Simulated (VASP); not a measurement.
# Ni (Pm-3m) in VASP: further runs

Ni is run at these levels: LDA; tasks: single point.

Everything below comes from runs of VASP 6.6.1. Logs are shortened: lines on timing, memory, paths and dates and some standing lists are left out, and cuts for length are marked.

## 1. The cell of the first run

The structure is cubic, space group Pm-3m (No. 221). The conventional cell has a = 2.081 Å, b = 2.081 Å, c = 2.081 Å, α = 90.00°, β = 90.00°, γ = 90.00°. Within 2.8 Å of Ni (site symmetry m-3m) lie 6 Ni at 2.08 Å.

## 2. Single point, LDA, collinear spin, ferromagnetic start (volume scaled by 0.78)

File INCAR:

```
SYSTEM = Ni
  PREC = Accurate
  ENCUT = 520
  EDIFF = 1E-7
  ISMEAR = -1
  SIGMA = 0.1
  LREAL = .FALSE.
  LASPH = .TRUE.
  NELM = 150
  ALGO = Normal
  ISIF = 2
  LWAVE = .FALSE.
  LCHARG = .FALSE.
  ISPIN = 2
  MAGMOM = 1
  LORBIT = 11
  LMAXMIX = 4
  GGA = CA
  NBANDS = 15
```

File KPOINTS:

```
regular mesh
0
G
  19 19 19
  0 0 0
```

File POSCAR:

```
Ni
1.0
    2.0813710153      0.0000000000      0.0000000000
    0.0000000000      2.0813710153      0.0000000000
    0.0000000000      0.0000000000      2.0813710153
Ni
1
Direct
    0.0000000000      0.0000000000      0.0000000000
```

Potentials or basis: VASP PAW LDA potentials, release 64 (Ni).

Command:

```
cat potpaw_LDA.64/Ni/POTCAR > POTCAR
mpirun -np 1 vasp_std > vasp.out
```

OUTCAR:

```text
SYSTEM = Ni
   PREC = Accurate
   ENCUT = 520
   EDIFF = 1E-7
   ISMEAR = -1
   LREAL = .FALSE.
   LASPH = .TRUE.
   NELM = 150
   ISIF = 2
   ISPIN = 2
   LORBIT = 11
   GGA = CA

 ion  position               nearest neighbor table
   1  0.000  0.000  0.000-

  LATTYP: Found a simple cubic cell.
 ALAT       =     2.0813710153

  Lattice vectors:

 A1 = (   2.0813710153,   0.0000000000,   0.0000000000)
 A2 = (   0.0000000000,   2.0813710153,   0.0000000000)
 A3 = (   0.0000000000,   0.0000000000,   2.0813710153)

Analysis of symmetry for initial positions (statically):
=====================================================================
 Subroutine PRICEL returns:
 Original cell was already a primitive cell.

 Routine SETGRP: Setting up the symmetry group for a
 simple cubic supercell.

 Subroutine GETGRP returns: Found 48 space group operations
 (whereof 48 operations were pure point group operations)
 out of a pool of 48 trial point group operations.

The static configuration has the point symmetry O_h .

Analysis of symmetry for dynamics (positions and initial velocities):
=====================================================================
 Subroutine PRICEL returns:
 Original cell was already a primitive cell.

 Routine SETGRP: Setting up the symmetry group for a
 simple cubic supercell.

 Subroutine GETGRP returns: Found 48 space group operations
 (whereof 48 operations were pure point group operations)
 out of a pool of 48 trial point group operations.

The dynamic configuration has the point symmetry O_h .

Analysis of structural, dynamic, and magnetic symmetry:
=====================================================================
 Subroutine PRICEL returns:
 Original cell was already a primitive cell.

 Routine SETGRP: Setting up the symmetry group for a
 simple cubic supercell.

 Subroutine GETGRP returns: Found 48 space group operations
 (whereof 48 operations were pure point group operations)
 out of a pool of 48 trial point group operations.

The overall configuration has the point symmetry O_h .

 Subroutine INISYM returns: Found 48 space group operations
 (whereof 48 operations are pure point group operations),
 and found     1 'primitive' translations

----------------------------------------------------------------------------------------

                                     Primitive cell

  volume of cell :       9.0167

  direct lattice vectors                    reciprocal lattice vectors
     2.081371015  0.000000000  0.000000000     0.480452544  0.000000000  0.000000000
     0.000000000  2.081371015  0.000000000     0.000000000  0.480452544  0.000000000
     0.000000000  0.000000000  2.081371015     0.000000000  0.000000000  0.480452544

  length of vectors
     2.081371015  2.081371015  2.081371015     0.480452544  0.480452544  0.480452544

  position of ions in fractional coordinates (direct lattice)
     0.000000000  0.000000000  0.000000000

  ion indices of the primitive-cell ions
   primitive index   ion index
                 1           1

----------------------------------------------------------------------------------------

 KPOINTS: regular mesh

Automatic generation of k-mesh.
 Grid dimensions read from file:
 generate k-points for:   19   19   19

 Generating k-lattice:

  Cartesian coordinates                     Fractional coordinates (reciprocal lattice)
     0.025286976  0.000000000  0.000000000     0.052631579  0.000000000  0.000000000
     0.000000000  0.025286976  0.000000000     0.000000000  0.052631579  0.000000000
     0.000000000  0.000000000  0.025286976     0.000000000  0.000000000  0.052631579

  Length of vectors
     0.025286976  0.025286976  0.025286976

  Shift w.r.t. Gamma in fractional coordinates (k-lattice)
     0.000000000  0.000000000  0.000000000

 Subroutine IBZKPT returns following result:
 ===========================================

 Found    220 irreducible k-points:

 Following reciprocal coordinates:
            Coordinates               Weight
  0.000000  0.000000  0.000000      1.000000
  0.052632  0.000000  0.000000      6.000000
  0.105263  0.000000  0.000000      6.000000
  0.157895  0.000000  0.000000      6.000000
  0.210526  0.000000  0.000000      6.000000
  0.263158  0.000000  0.000000      6.000000
[... 16 lines left out ...]
  0.263158  0.105263  0.000000     24.000000
  0.315789  0.105263  0.000000     24.000000
 [... further k-points ...]
   k-points           NKPTS =    220   k-points in BZ     NKDIM =    220   number of bands    NBANDS=     15
   number of dos      NEDOS =    301   number of ions     NIONS =      1
   total plane-waves  NPLWV =   4096
   dimension x,y,z NGX =    16 NGY =   16 NGZ =   16
   dimension x,y,z NGXF=    32 NGYF=   32 NGZF=   32
   ions per type =               1
   NGX,Y,Z   is equivalent  to a cutoff of  12.78, 12.78, 12.78 a.u.
   NGXF,Y,Z  is equivalent  to a cutoff of  25.56, 25.56, 25.56 a.u.
 SYSTEM =  Ni
   PREC   = accura    normal or accurate (medium, high low for compatibility)
   ISTART =      0    job   : 0-new  1-cont  2-samecut
   ICHARG =      2    charge: 1-file 2-atom 10-const
   ISPIN  =      2    spin polarized calculation?
   LNONCOLLINEAR =      F non collinear calculations
   LSORBIT =      F    spin-orbit coupling
   LASPH  =      T    aspherical Exc in radial PAW
   ENCUT  =  520.0 eV  38.22 Ry    6.18 a.u.   3.87  3.87  3.87*2*pi/ulx,y,z
   NELM   =    150;   NELMIN=  2; NELMDL= -5     # of ELM steps
   EDIFF  = 0.1E-06   stopping-criterion for ELM
   LREAL  =      F    real-space projection
   EDIFFG = 0.1E-05   stopping-criterion for IOM
   NSW    =      0    number of steps for IOM
   IBRION =     -1    ionic relax: 0-MD 1-quasi-New 2-CG
   NFREE  =      0    steps in history (QN), initial steepest desc. (CG)
   ISIF   =      2    stress and relaxation
   ISYM   =      2    0-nonsym 1-usesym 2-fastsym
   POTIM  = 0.5000    time-step for ionic-motion
   TEBEG  =    0.0;   TEEND  =   0.0 temperature during run
   PSTRESS=    0.0 pullay stress
   NELECT =      10.0000    total number of electrons
   NUPDOWN=      -1.0000    fix difference up-down
   EMIN   =  10.00;   EMAX   =-10.00  energy-range for DOS
   EFERMI =   0.00;   METHOD = LEGACY
   ISMEAR =    -1;   SIGMA  =   0.10  broadening in eV -4-tet -1-fermi 0-gaus
   EFERMI_NEDOS =   21; number of points for ismear=-14 and -15
   IALGO  =     38    algorithm
   IMIX   =      4    mixing-type and parameters
     AMIX     =   0.40;   BMIX     =  1.00
     AMIX_MAG =   1.60;   BMIX_MAG =  1.00
  volume/ion in A,a.u.               =       9.02        60.85
  Fermi-wavevector in a.u.,A,eV,Ry     =   1.694567  3.202267 39.069894  2.871556
  Thomas-Fermi vector in A             =   2.775768
   LORBIT       =     11    0 simple, 1 ext, 2 COOP (PROOUT), +10 PAW based schemes
   GGA     = CA    functional components
   LHFCALC =     F    Hartree Fock is set to
   AEXX    =    0.0000 exact exchange contribution
   IVDW    =     0    specifies the selected vdW correction
   LEPSILON=     F    determine dielectric tensor
   LRPA    =     F    only Hartree local field effects (RPA)
 spin polarized calculation
  energy-cutoff  :      520.00
  volume of cell :        9.02
 maximum number of plane-waves:       265
 NGX is ok and might be reduce to    16
   NGX =  7   NGY =  7   NGZ =  7

 number of electron      10.0000012 magnetization      -0.0006170

 number of electron      10.0000012 magnetization       0.0002396

 Free energy of the ion-electron system (eV)
  ---------------------------------------------------
  ext. energy  EPLUGINS =         0.00000000
  ---------------------------------------------------
  free energy    TOTEN  =        -5.34273850 eV

  energy without entropy =       -5.28934798  energy(sigma->0) =       -5.31604324

 E-fermi :  12.1848     XC(G=0): -14.6469

 val. band max:       12.1648050373   @ k =   0.1053   0.1053   0.0000
 cond. band min:      12.1858417286   @ k =   0.2105   0.1053   0.0000
 fundamental gap:      0.0210366913
 Fermi energy:        12.1848398605

 spin component 1

 k-point     1 :       0.0000    0.0000    0.0000
  band No.  band energies     occupation
      1       1.8622      1.00000
      2       6.8748      1.00000
      3       6.8748      1.00000
      4      12.3178      0.20929
      5      12.3178      0.20929
      6      12.3178      0.20929
      7      35.8894      0.00000
      8      35.8894      0.00000
      9      35.8894      0.00000
     10      40.8649      0.00000
     11      40.8649      0.00000
     12      46.5844      0.00000
     13      58.7112      0.00000
     14      60.9694      0.00000
     15      60.9694      0.00000

 k-point     2 :       0.0526    0.0000    0.0000
  band No.  band energies     occupation
      1       1.9678      1.00000
      2       6.8933      1.00000
      3       6.9364      1.00000
      4      12.2639      0.31209
      5      12.2639      0.31209
      6      12.3220      0.20233
      7      34.5549      0.00000
      8      36.0396      0.00000
      9      36.0396      0.00000
     10      40.8457      0.00000
     11      41.8594      0.00000
     12      47.0944      0.00000
     13      58.6940      0.00000
     14      60.2119      0.00000
     15      60.8235      0.00000
[... 365 lines left out ...]
      3       8.3509      1.00000
      4      11.1656      0.99996
      5      11.3335      0.99980
      6      12.2149      0.42542
      7      24.8380      0.00000
      8      34.6801      0.00000
      9      39.8796      0.00000
     10      41.9659      0.00000
     11      47.1150      0.00000
     12      51.0137      0.00000
     13      55.6951      0.00000
     14      56.3070      0.00000
     15      57.7637      0.00000

 k-point    24 :       0.3158    0.1053    0.0000
  band No.  band energies     occupation
      1       5.3781      1.00000
      2       7.5676      1.00000
      3       8.7357      1.00000
      4      11.0572      0.99999
      5      11.0625      0.99999
      6      12.2436      0.35709
      7      22.6269      0.00000
      8      35.5906      0.00000
      9      41.2208      0.00000
     10      41.9554      0.00000
     11      46.2469      0.00000
     12      50.7298      0.00000
     13      54.2756      0.00000
     14      54.4516      0.00000
     15      58.1170      0.00000

 [... further k-points ...]

 spin component 2

 k-point     1 :       0.0000    0.0000    0.0000
  band No.  band energies     occupation
      1       1.8622      1.00000
      2       6.8750      1.00000
      3       6.8750      1.00000
      4      12.3180      0.20890
      5      12.3180      0.20890
      6      12.3180      0.20890
      7      35.8895      0.00000
      8      35.8895      0.00000
      9      35.8895      0.00000
     10      40.8650      0.00000
     11      40.8650      0.00000
     12      46.5845      0.00000
     13      58.7117      0.00000
     14      60.9695      0.00000
     15      60.9695      0.00000

 k-point     2 :       0.0526    0.0000    0.0000
  band No.  band energies     occupation
      1       1.9678      1.00000
      2       6.8935      1.00000
      3       6.9365      1.00000
      4      12.2641      0.31159
      5      12.2641      0.31159
      6      12.3223      0.20195
      7      34.5550      0.00000
      8      36.0396      0.00000
      9      36.0396      0.00000
     10      40.8458      0.00000
     11      41.8594      0.00000
     12      47.0945      0.00000
     13      58.6945      0.00000
     14      60.2119      0.00000
     15      60.8235      0.00000
[... 365 lines left out ...]
      3       8.3510      1.00000
      4      11.1658      0.99996
      5      11.3338      0.99980
      6      12.2151      0.42485
      7      24.8381      0.00000
      8      34.6802      0.00000
      9      39.8796      0.00000
     10      41.9659      0.00000
     11      47.1151      0.00000
     12      51.0138      0.00000
     13      55.6952      0.00000
     14      56.3071      0.00000
     15      57.7641      0.00000

 k-point    24 :       0.3158    0.1053    0.0000
  band No.  band energies     occupation
      1       5.3782      1.00000
      2       7.5678      1.00000
      3       8.7358      1.00000
      4      11.0574      0.99999
      5      11.0627      0.99999
      6      12.2439      0.35655
      7      22.6270      0.00000
      8      35.5906      0.00000
      9      41.2209      0.00000
     10      41.9555      0.00000
     11      46.2470      0.00000
     12      50.7298      0.00000
     13      54.2757      0.00000
     14      54.4517      0.00000
     15      58.1175      0.00000

 [... further k-points ...]
[... 5 lines left out ...]
  --------------------------------------------------------------------------------------
  -------------------------------------------------------------------------------------
  Total        4.6021891      4.6021891      4.6021891      0.0000000      0.0000000     -0.0000000
  in kB      817.7612606    817.7612606    817.7612606      0.0000000      0.0000000     -0.0000000
  external PRESSURE =     817.7612606 kB  Pullay stress =       0.0000000 kB

 VOLUME and BASIS-vectors are now :
 -----------------------------------------------------------------------------
  energy-cutoff  :      520.00
  volume of cell :        9.02
      direct lattice vectors                 reciprocal lattice vectors
     2.081371015  0.000000000  0.000000000     0.480452544  0.000000000  0.000000000
     0.000000000  2.081371015  0.000000000     0.000000000  0.480452544  0.000000000
     0.000000000  0.000000000  2.081371015     0.000000000  0.000000000  0.480452544

 POSITION                                       TOTAL-FORCE (eV/Angst)
 -----------------------------------------------------------------------------------
      0.00000      0.00000      0.00000         0.000000      0.000000      0.000000
 -----------------------------------------------------------------------------------
    total drift:                                0.000000     -0.000000      0.000000

  FREE ENERGIE OF THE ION-ELECTRON SYSTEM (eV)
  ---------------------------------------------------
  free  energy   TOTEN  =        -5.3427385006 eV

  energy  without entropy=       -5.2893479760  energy(sigma->0) =       -5.31604324

 total charge

# of ion       s       p       d       tot
------------------------------------------
    1        0.664   0.674   8.603   9.940

 magnetization (x)

# of ion       s       p       d       tot
------------------------------------------
    1        0.000   0.000   0.000   0.000
```

Wall time 21 s (1 thread of Intel Xeon Platinum 8375C at 2.90GHz (Ice Lake), shared host); peak memory 0.15 GiB.

What came out:

| Property | Result |
| --- | --- |
| Free energy | -5.3427 eV |
| Pressure | 81.8 GPa |
| Band gap on the k mesh | zero (filled and empty bands overlap) |
| Net moment | 0.00 μB per cell |
| Valence electrons inside the program's atomic spheres | Ni 9.94 |

Levels at points of the mesh, in eV from the Fermi level:
Spin up:
```tsv
k point	band 3	band 4	band 5	band 6	band 7	band 8
(0.00, 0.00, 0.00)	-5.31	0.13	0.13	0.13	23.70	23.70
```
Spin down:
```csv
k point,band 2,band 3,band 4,band 5,band 6,band 7,band 8,band 9
"(0.00, 0.00, 0.00)",-5.31,-5.31,0.13,0.13,0.13,23.70,23.70,23.70
```

(Continued in part 2 of 2.)
